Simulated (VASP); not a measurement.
Au: relaxation of cell and atoms with LDA

The system is Au.

```
CELL_PARAMETERS angstrom
-1.65727 1.65727 1.65727
1.65727 -1.65727 1.65727
1.65727 1.65727 -1.65727
ATOMIC_POSITIONS crystal
Au 0.00000 0.00000 0.00000
```

```json
{
  "Program": "VASP 6.6.1",
  "Task": "relaxation of cell and atoms",
  "Functional": "LDA",
  "Potentials or basis": "VASP PAW LDA potentials, release 64 (Au_sv_GW)",
  "Cutoff": "500 eV",
  "k mesh": "9 × 9 × 9",
  "Occupations": "fermi-dirac, width 0.05 eV",
  "Spin": "no spin polarisation",
  "Dipole correction": "no",
  "Second run": "valence_matched",
  "Further INCAR settings": "ALGO = Normal; EDIFF = 1e-07; IBRION = 2; EDIFFG = -0.03; NSW = 60; ISIF = 3"
}
```

| Item | Value |
| --- | --- |
| Relaxed volume | 16.69 Å³/atom |
| Relaxed cell | a = 2.788 Å, b = 2.788 Å, c = 2.788 Å, α = 109.47°, β = 109.47°, γ = 109.47° |
| Space group after relaxing (to 0.05 Å) | Im-3m (No. 229) |
| Energy gained by relaxing | 72.6 meV/atom |
| Ionic steps | 4 |
| Pressure after relaxing | -0.2 GPa |

Step by step:
| step | energy change (eV) | largest force (eV/Å) | pressure (GPa) | volume (Å³) |
| --- | --- | --- | --- | --- |
| 1 | 0.0000 | 0.0000 | -13.89 | 18.21 |
| 2 | 0.1996 | 0.0000 | 44.07 | 14.36 |
| 3 | -0.0725 | 0.0000 | -0.69 | 16.74 |
| 4 | -0.0726 | 0.0000 | -0.17 | 16.69 |

Final structure:
```yaml
crystal:
  lattice:
    - [-1.60992, 1.60992, 1.60992]
    - [1.60992, -1.60992, 1.60992]
    - [1.60992, 1.60992, -1.60992]
  atoms:
    - { symbol: Au, position: [0.00000, 0.00000, 0.00000] }
```

Levels at points of the mesh, in eV from the Fermi level:
```tsv
k point	band 6	band 7	band 8	band 9	band 10	band 11	band 12	band 13
(0.00, 0.00, 0.00)	-4.84	-4.84	-4.84	-2.82	-2.82	16.62	16.62	16.62
```

It took 28 s on 1 thread of AMD EPYC 7R13 Processor (Zen 3), with other jobs on the host, peak memory 0.12 GiB.

Caveat: spin-orbit coupling is left out, which moves the levels of the heavy elements.
